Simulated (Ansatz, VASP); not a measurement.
# One calculation of MgO, two programs

File INCAR:

```
SYSTEM = MgO
PREC = Accurate ; ENCUT = 600
EDIFF = 1E-6 ; ISMEAR = 1
SIGMA = 0.05 ; LREAL = .FALSE.
LASPH = .TRUE. ; NELM = 120
ALGO = Normal ; ISIF = 2
LWAVE = .FALSE. ; LCHARG = .FALSE.
GGA = PS ; NBANDS = 16
GGA_COMPAT = .FALSE.
```

Contents of KPOINTS:

```
Automatic mesh
0
G
  9 9 6
  0 0 0
```

POSCAR

```
MgO
1.0
    3.1197997655      0.0000000000      0.0000000000
   -1.5598998828      2.7018258517      0.0000000000
    0.0000000000      0.0000000000      5.7834848054
Mg O
2 2
Direct
    0.3333333333      0.6666666667     -0.0229692219
    0.6666666667      0.3333333333      0.4770307781
    0.3333333333      0.6666666667      0.3982811987
    0.6666666667      0.3333333333      0.8982811987
```

Input for Ansatz:

```yaml
crystal:
  lattice:
    - [3.1197997655, 0.0, 0.0]
    - [-1.5598998828, 2.7018258517, 0.0]
    - [0.0, 0.0, 5.7834848054]
  atoms:
    - { symbol: Mg, position: [0.3333333333, 0.6666666667, -0.0229692219] }
    - { symbol: Mg, position: [0.6666666667, 0.3333333333, 0.4770307781] }
    - { symbol: O, position: [0.3333333333, 0.6666666667, 0.3982811987] }
    - { symbol: O, position: [0.6666666667, 0.3333333333, 0.8982811987] }
kpoints:
  mp_grid: { grid: [9, 9, 6] }
hamiltonian:
  xc: pbesol
  pseudopotentials: { kind: paw, azcp: { folder: soft_1 } }
scf:
  occupations: { method: cold, width: 0.1 }
output:
  forces: true
  eigenvalues: true
  stress: true
```

Alike in both runs: task single point; functional PBEsol; k mesh 9 × 9 × 6; no spin polarisation.

|  | VASP | Ansatz |
| --- | --- | --- |
| version | VASP 6.6.1 | Ansatz 0.2.0 |
| potentials or method | VASP PAW PBE potentials, release 64 (Mg, O) | scalar-relativistic, plane waves, PAW |
| plane-wave cutoff (eV) | 600 | 420 |
| occupations | methfessel-paxton of order 1, width 0.05 eV | cold, width 0.1 eV |
| valence electrons in the cell | 16 | 32 |

VASP gave:

```
gap on the k mesh at the Fermi level (eV)                     : 3.34
pressure (GPa)                                                : 9.7
traceless stress, the component that is largest in VASP (GPa) : -23.21
rms of the force components (eV/Å)                            : 0.640
```

Task: What did Ansatz give for the same quantities?

Result: gap on the k mesh at the Fermi level (eV): 3.35; pressure (GPa): 9.8; traceless stress, the component that is largest in VASP (GPa): -22.80; rms of the force components (eV/Å): 0.630.

VASP's potentials were made for PBE, not for PBEsol, and Ansatz warns of the same on its side. Atom by atom the forces differ by 0.010 eV/Å (rms over components). VASP's potentials hold 16 valence electrons a cell and Ansatz's 32, so a difference there can come from the potentials and not from the codes.
